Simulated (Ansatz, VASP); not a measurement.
**Ge: VASP beside Ansatz**

INCAR

```
ALGO = Normal
EDIFF = 1E-7
ENCUT = 520
GGA = RP
ISIF = 2
ISMEAR = -1
LASPH = True
LCHARG = True
LELF = True
LREAL = False
LVHAR = True
LWAVE = False
NBANDS = 13
NELM = 80
PREC = Accurate
SIGMA = 0.1
```

The input KPOINTS:

```
k-points
0
Gamma
  15 15 15
```

Contents of POSCAR:

```
Ge
1.0
   -1.7276988161      1.7276988161      1.7276988161
    1.7276988161     -1.7276988161      1.7276988161
    1.7276988161      1.7276988161     -1.7276988161
Ge
1
Direct
    0.0000000000      0.0000000000      0.0000000000
```

Input for Ansatz:

```yaml
crystal:
  lattice:
    - [-1.7276988161, 1.7276988161, 1.7276988161]
    - [1.7276988161, -1.7276988161, 1.7276988161]
    - [1.7276988161, 1.7276988161, -1.7276988161]
  atoms:
    - { symbol: Ge, position: [0.0, 0.0, 0.0] }
hamiltonian:
  xc: rpbe
  pseudopotentials:
    kind: paw
    azcp:
      Ge: "pseudopotentials/Ge.paw.azcp"
basis:
  ecutwfc: 420
  fft_grid_basis: typed
kpoints:
  mp_grid: { grid: [15, 15, 15], shift: [0, 0, 0] }
magnetization:
  spin_polarized: false
scf:
  occupations: { method: fermi_dirac, width: 0.1 }
  lower_state_search: "off"
output:
  stress: true
  write_density: true
  write_potential: true
  elf: true
  volumetric_format: npy
```

Alike in both runs: task single point; functional RPBE; k mesh 15 × 15 × 15; occupations fermi-dirac, width 0.1 eV; no spin polarisation.

|  | VASP | Ansatz |
| --- | --- | --- |
| version | VASP 6.6.1 | Ansatz 0.2.0 |
| potentials or method | VASP PAW PBE potentials, release 64 (Ge_d), cutoff 520 eV | plane waves (420 eV) with PAW, scalar-relativistic |
| valence electrons in the cell | 14 | 14 |

|  | VASP | Ansatz | Ansatz less VASP |
| --- | --- | --- | --- |
| pressure (GPa) | -2.4 | -2.4 | -0.01 |

VASP's potentials were made for PBE, not for RPBE.
